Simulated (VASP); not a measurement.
A run of VASP 6.6.1 is set up as follows.

INCAR

```
PREC = Accurate ; ENCUT = 600
EDIFF = 1E-6 ; ISMEAR = -1
SIGMA = 0.1 ; LREAL = False
LASPH = True ; NELM = 100
ALGO = Normal ; ISIF = 3
LWAVE = False ; LCHARG = False
GGA = PE ; IBRION = 2
NSW = 60 ; EDIFFG = -0.005
PSTRESS = 160.0
```

KPOINTS

```
Automatic mesh
0
Gamma
  13 13 13
```

POSCAR

```
Sn
1.0
    2.8697467985      0.0000000000      0.0000000000
    0.0000000000      2.8697467985      0.0000000000
    0.0000000000      0.0000000000      2.8697467985
Sn
1
Direct
    0.0000000000      0.0000000000      0.0000000000
```

Potentials or basis: VASP PAW PBE potentials, release 64 (Sn_d).

Command:

```sh
$ cat potpaw_PBE.64/Sn_d/POTCAR > POTCAR
$ mpirun -np 1 vasp_std > vasp.out
```

Problem. Predict the space group after relaxing (to 0.1 Å).

Solution. Pm-3m (No. 221).

Problem. What does it give for the relaxed cell?

Solution. a = 2.882 Å, b = 2.882 Å, c = 2.882 Å, α = 90.00°, β = 90.00°, γ = 90.00°.

Problem. What does it give for the relaxed volume?

Solution. 23.95 Å³/atom.

Step by step:
| step | energy change (eV) | largest force (eV/Å) | pressure (GPa) | volume (Å³) |
| --- | --- | --- | --- | --- |
| 1 | 0.0000 | 0.0000 | 17.53 | 23.63 |
| 2 | -0.0762 | 0.0000 | 13.89 | 24.41 |
| 3 | -0.0329 | 0.0000 | 15.98 | 23.95 |

Caveat: the cell is relaxed towards a set pressure, so the run minimises the enthalpy, not the energy.
